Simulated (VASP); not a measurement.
# Zn11CdS12 (a cell with a defect) in VASP: single point with PBE

Aim: the single point of Zn11CdS12 (a cell with a defect) with PBE.

Program: VASP 6.6.1. These are calculated values, not measurements. Logs are shortened: lines on timing, memory, paths and dates and some standing lists are left out, and cuts for length are marked.

## 1. The cell of the first run

The cell holds a defect, 24 atoms: a = 6.621 Å, b = 6.621 Å, c = 12.520 Å, α = 90.00°, β = 90.00°, γ = 120.00°.

## 2. Single point, PBE

INCAR reads:

```
PREC = Accurate ; ENCUT = 520
EDIFF = 1E-6 ; ISMEAR = -1
SIGMA = 0.01 ; LREAL = Auto
LASPH = True ; NELM = 60
ALGO = Normal ; ISIF = 2
LWAVE = False ; LCHARG = False
GGA = PE ; NBANDS = 126
```

KPOINTS reads:

```
Automatic mesh
0
Gamma
  3 3 2
```

POSCAR reads:

```
Zn11CdS12
1.0
    5.7340500000      3.3105553110      0.0000000000
   -5.7340500000      3.3105553110      0.0000000000
    0.0000000000      0.0000000000     12.5200000000
Cd Zn S
1 11 12
Direct
    0.0000000000      0.0000000000     -0.0004801637
    0.3333333333      0.6666666667      0.0013280092
    0.6666666667      0.3333333333      0.0013280092
    0.0000000000      0.0000000000      0.5009230085
    0.3333333333      0.6666666667      0.4995486577
    0.6666666667      0.3333333333      0.4995486577
    0.3367522436      0.3367522436      0.2528258341
    0.6632477564      0.0000000000      0.2528258341
    0.0000000000      0.6632477564      0.2528258341
    0.3363706338      1.0000000000      0.7469373233
    0.6636293662      0.6636293662      0.7469373233
    0.0000000000      0.3363706338      0.7469373233
    0.0000000000      0.0000000000      0.1991458677
    0.3333333333      0.6666666667      0.1879114701
    0.6666666667      0.3333333333      0.1879114701
    0.0000000000      0.0000000000      0.6882798134
    0.3333333333      0.6666666667      0.6847501001
    0.6666666667      0.3333333333      0.6847501001
    0.3337978479      0.3337978479      0.4391729368
    0.6662021521      0.0000000000      0.4391729368
    0.0000000000      0.6662021521      0.4391729368
    0.3545694072      1.0000000000      0.9327489056
    0.6454305928      0.6454305928      0.9327489056
    0.0000000000      0.3545694072      0.9327489056
```

Potentials or basis: VASP PAW PBE potentials, release 64 (Cd, Zn, S).

On the command line:

```sh
cat potpaw_PBE.64/Cd/POTCAR potpaw_PBE.64/Zn/POTCAR potpaw_PBE.64/S/POTCAR > POTCAR
mpirun -np 1 vasp_std > vasp.out
```

OUTCAR:

```text
PREC = Accurate
   ENCUT = 520
   EDIFF = 1E-6
   ISMEAR = -1
   LREAL = Auto
   LASPH = True
   NELM = 60
   ISIF = 2
   GGA = PE

 ion  position               nearest neighbor table
   1  0.000  0.000  1.000-  23 2.49  22 2.49  24 2.49  13 2.50
   2  0.333  0.667  0.001-  22 2.31  24 2.31  23 2.31  14 2.34
   3  0.667  0.333  0.001-  24 2.31  22 2.31  23 2.31  15 2.34
   4  0.000  0.000  0.501-  19 2.34  20 2.34  21 2.34  16 2.35
   5  0.333  0.667  0.500-  17 2.32  21 2.33  20 2.33  19 2.33
   6  0.667  0.333  0.500-  18 2.32  20 2.33  21 2.33  19 2.33
[... 16 lines left out ...]
  23  0.645  0.645  0.933-   2 2.31   3 2.31  11 2.33   1 2.49
  24  0.000  0.355  0.933-   3 2.31   2 2.31  12 2.33   1 2.49

  LATTYP: Found a hexagonal cell.
 ALAT       =     6.6211106221
 C/A-ratio  =     1.8909214352

  Lattice vectors:

 A1 = (   5.7340500000,   3.3105553110,   0.0000000000)
 A2 = (  -5.7340500000,   3.3105553110,   0.0000000000)
 A3 = (   0.0000000000,   0.0000000000,  12.5200000000)

Analysis of symmetry for initial positions (statically):
=====================================================================
 Subroutine PRICEL returns:
 Original cell was already a primitive cell.

 Routine SETGRP: Setting up the symmetry group for a
 hexagonal supercell.

 Subroutine GETGRP returns: Found  6 space group operations
 (whereof  6 operations were pure point group operations)
 out of a pool of 24 trial point group operations.

The static configuration has the point symmetry C_3v.

Analysis of symmetry for dynamics (positions and initial velocities):
=====================================================================
 Subroutine PRICEL returns:
 Original cell was already a primitive cell.

 Routine SETGRP: Setting up the symmetry group for a
 hexagonal supercell.

 Subroutine GETGRP returns: Found  6 space group operations
 (whereof  6 operations were pure point group operations)
 out of a pool of 24 trial point group operations.

The dynamic configuration has the point symmetry C_3v.

 Subroutine INISYM returns: Found  6 space group operations
 (whereof  6 operations are pure point group operations),
 and found     1 'primitive' translations

----------------------------------------------------------------------------------------

                                     Primitive cell

  volume of cell :     475.3316

[... 117 lines left out ...]
   IBRION =     -1    ionic relax: 0-MD 1-quasi-New 2-CG
   NFREE  =      0    steps in history (QN), initial steepest desc. (CG)
   ISIF   =      2    stress and relaxation
   ISYM   =      2    0-nonsym 1-usesym 2-fastsym
   POTIM  = 0.5000    time-step for ionic-motion
   TEBEG  =    0.0;   TEEND  =   0.0 temperature during run
   PSTRESS=    0.0 pullay stress
   NELECT =     216.0000    total number of electrons
   NUPDOWN=      -1.0000    fix difference up-down
   EMIN   =  10.00;   EMAX   =-10.00  energy-range for DOS
   EFERMI =   0.00;   METHOD = LEGACY
   ISMEAR =    -1;   SIGMA  =   0.01  broadening in eV -4-tet -1-fermi 0-gaus
   EFERMI_NEDOS =   21; number of points for ismear=-14 and -15
   IALGO  =     38    algorithm
   IMIX   =      4    mixing-type and parameters
     AMIX     =   0.40;   BMIX     =  1.00
     AMIX_MAG =   1.60;   BMIX_MAG =  1.00
  volume/ion in A,a.u.               =      19.81       133.65
  Fermi-wavevector in a.u.,A,eV,Ry     =   1.258618  2.378443 21.553244  1.584119
  Thomas-Fermi vector in A             =   2.392218
   LORBIT       =      0    0 simple, 1 ext, 2 COOP (PROOUT), +10 PAW based schemes
   GGA     = PE    functional components
   LHFCALC =     F    Hartree Fock is set to
   AEXX    =    0.0000 exact exchange contribution
   IVDW    =     0    specifies the selected vdW correction
   LEPSILON=     F    determine dielectric tensor
   LRPA    =     F    only Hartree local field effects (RPA)
 non-spin polarized calculation
  energy-cutoff  :      520.00
  volume of cell :      475.33
 maximum number of plane-waves:     12850
 NGX is ok and might be reduce to    50
   NGX = 25   NGY = 25   NGZ = 47

 number of electron     216.0000033 magnetization

 Free energy of the ion-electron system (eV)
  ---------------------------------------------------
  ext. energy  EPLUGINS =         0.00000000
  ---------------------------------------------------
  free energy    TOTEN  =       -81.15759151 eV

  energy without entropy =      -81.15759151  energy(sigma->0) =      -81.15759151

 E-fermi :   2.4857     XC(G=0):  -9.6640

 val. band max:        2.2154696575   @ k =   0.0000   0.0000   0.0000
 cond. band min:       4.2851327551   @ k =   0.0000   0.0000   0.0000
 fundamental gap:      2.0696630976
 Fermi energy:         2.4856905268

 k-point     1 :       0.0000    0.0000    0.0000
  band No.  band energies     occupation
      1     -11.0053      2.00000
      2     -10.6109      2.00000
      3     -10.5542      2.00000
      4     -10.0862      2.00000
      5      -9.8901      2.00000
      6      -9.8651      2.00000
[... 727 lines left out ...]
    119       6.5507      0.00000
    120       6.5507      0.00000
 [bands above 120 left out]

------------------------ aborting loop because EDIFF is reached ----------------------------------------

  FORCE on cell =-STRESS in cart. coord.  units (eV):
  Direction    XX          YY          ZZ          XY          YZ          ZX
  --------------------------------------------------------------------------------------
  -------------------------------------------------------------------------------------
  Total        9.4263817      9.4263817      9.3507952      0.0000000     -0.0000000      0.0000000
  in kB       31.7730538     31.7730538     31.5182779      0.0000000     -0.0000000      0.0000000
  external PRESSURE =      31.6881285 kB  Pullay stress =       0.0000000 kB

 VOLUME and BASIS-vectors are now :
 -----------------------------------------------------------------------------
  energy-cutoff  :      520.00
  volume of cell :      475.33
      direct lattice vectors                 reciprocal lattice vectors
     5.734050000  3.310555311  0.000000000     0.087198403  0.151032064  0.000000000
    -5.734050000  3.310555311  0.000000000    -0.087198403  0.151032064  0.000000000
     0.000000000  0.000000000 12.520000000     0.000000000  0.000000000  0.079872204

 POSITION                                       TOTAL-FORCE (eV/Angst)
 -----------------------------------------------------------------------------------
      0.00000      0.00000     12.51399        -0.000000     -0.000000      0.010375
     -1.91135      3.31056      0.01663        -0.000000     -0.000000      0.014029
      1.91135      3.31056      0.01663        -0.000000     -0.000000      0.014029
      0.00000      0.00000      6.27156        -0.000000     -0.000000      0.000932
     -1.91135      3.31056      6.25435        -0.000000     -0.000000     -0.001444
      1.91135      3.31056      6.25435        -0.000000     -0.000000     -0.001444
[... 16 lines left out ...]
      0.00000      4.27347     11.67802        -0.000000     -0.027281     -0.012559
     -2.03312      1.17382     11.67802        -0.023626      0.013640     -0.012559
 -----------------------------------------------------------------------------------
    total drift:                                0.000000     -0.000018      0.004421

  FREE ENERGIE OF THE ION-ELECTRON SYSTEM (eV)
  ---------------------------------------------------
  free  energy   TOTEN  =       -81.1575915051 eV

  energy  without entropy=      -81.1575915051  energy(sigma->0) =      -81.15759151
```

stdout:

```text
POSCAR found type information on POSCAR CdZnS
 POSCAR found :  3 types and      24 ions
 scaLAPACK will be used
 LDA part: xc-table for (Slater+PW92), standard interpolation
 POSCAR, INCAR and KPOINTS ok, starting setup
 FFT: planning ... GRIDC
 FFT: planning ... GRID_SOFT
 FFT: planning ... GRID
 WAVECAR not read
 entering main loop
```

Wall time 25 min (1 thread of Intel Xeon 8259CL, shared host); peak memory 0.66 GiB.

What came out:

| Property | Result |
| --- | --- |
| Free energy | -81.1576 eV |
| Pressure | 3.2 GPa |
| Largest force | 0.030 eV/Å |
| Band gap on the k mesh | 2.07 eV |

Forces on the atoms (eV/Å):
```
Cd   0.000  0.000  0.010
Zn   0.000  0.000  0.014
Zn   0.000  0.000  0.014
Zn   0.000  0.000  0.001
Zn   0.000  0.000 -0.001
Zn   0.000  0.000 -0.001
Zn   0.000 -0.008 -0.002
Zn   0.007  0.004 -0.002
Zn  -0.007  0.004 -0.002
Zn  -0.001 -0.001 -0.001
Zn   0.000  0.001 -0.001
Zn   0.001 -0.001 -0.001
S    0.000  0.000  0.024
S    0.000  0.000 -0.008
S    0.000  0.000 -0.008
S    0.000  0.000  0.007
S    0.000  0.000 -0.005
S    0.000  0.000 -0.005
S    0.000  0.003  0.001
S   -0.002 -0.001  0.001
S    0.002 -0.001  0.001
S    0.024  0.014 -0.013
S    0.000 -0.027 -0.013
S   -0.024  0.014 -0.013
```
